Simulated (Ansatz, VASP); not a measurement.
## BaZrO3 in VASP and in Ansatz

File INCAR:

```
PREC     = Accurate       # precision mode
ENCUT    = 520            # plane-wave cutoff, eV
EDIFF    = 1E-7           # SCF threshold, eV
ISMEAR   = 0              # smearing method
SIGMA    = 0.01           # smearing width, eV
LREAL    = False          # projectors in reciprocal space
LASPH    = True           # aspherical terms in the spheres
NELM     = 60             # most SCF steps
ALGO     = Normal         # electronic algorithm
ISIF     = 2              # what is computed and relaxed
LWAVE    = False          # write WAVECAR
LCHARG   = False          # write CHGCAR
NBANDS   = 28             # bands
```

File KPOINTS:

```
Automatic mesh
0
Gamma
  6 6 6
```

The input POSCAR:

```
BaZrO3
1.0
    4.1473626851      0.0000000000      0.0000000000
    0.0000000000      4.1473626851      0.0000000000
    0.0000000000      0.0000000000      4.1473626851
Ba Zr O
1 1 3
Direct
    0.0000000000      0.0000000000      0.0000000000
    0.5000000000      0.5000000000      0.5000000000
    0.0000000000      0.5000000000      0.5000000000
    0.5000000000      0.0000000000      0.5000000000
    0.5000000000      0.5000000000      0.0000000000
```

Input for Ansatz:

```yaml
crystal:
  lattice:
    - [4.14736268508, 0.0, 0.0]
    - [0.0, 4.14736268508, 0.0]
    - [0.0, 0.0, 4.14736268508]
  atoms:
    - { symbol: Ba, position: [0.0, 0.0, 0.0] }
    - { symbol: Zr, position: [0.5, 0.5, 0.5] }
    - { symbol: O, position: [0.0, 0.5, 0.5] }
    - { symbol: O, position: [0.5, 0.0, 0.5] }
    - { symbol: O, position: [0.5, 0.5, 0.0] }
kpoints:
  mp_grid: { grid: [6, 6, 6] }
scf:
  occupations: { method: fixed }
hamiltonian:
  xc: lda
  pseudopotentials: { kind: all_electron, lapw: { basis_error: 0.001 } }
output:
  forces: true
  stress: true
  eigenvalues: true
  eigenstates:
    nscf_kmesh: { grid: [8, 8, 8] }
    de_dk: true
    e_range: [-9, 13.19790201749]
  optics:
    e_range: [0, 25]
    de: 0.2
    sigma: 0.1
    bands: { spectra_wanted_up_to: 25 }
    nscf_kmesh: { grid: [8, 8, 8] }
checkpoint:
  write: ck
  write_wavefunctions: false
```

Alike in both runs: task single point; functional LDA; k mesh 6 × 6 × 6; no spin polarisation.

```csv
,VASP,Ansatz
version,VASP 6.6.1,Ansatz 0.2.0
potentials or method,"VASP PAW LDA potentials, release 64 (Ba_sv, Zr_sv, O), cutoff 520 eV","all-electron LAPW, scalar-relativistic"
occupations,"gaussian, width 0.01 eV",fixed
```

|  | VASP | Ansatz | Ansatz less VASP |
| --- | --- | --- | --- |
| gap on the k mesh at the Fermi level (eV) | 3.13 | 3.20 | +0.063 |
| pressure (GPa) | 1.5 | 0.0 | -1.48 |

LDA's correlation is that of Perdew and Zunger in VASP and of Perdew and Wang (1992) in Ansatz. Ansatz ran all-electron here, and VASP with PAW potentials.

Neither program's run includes spin-orbit coupling.
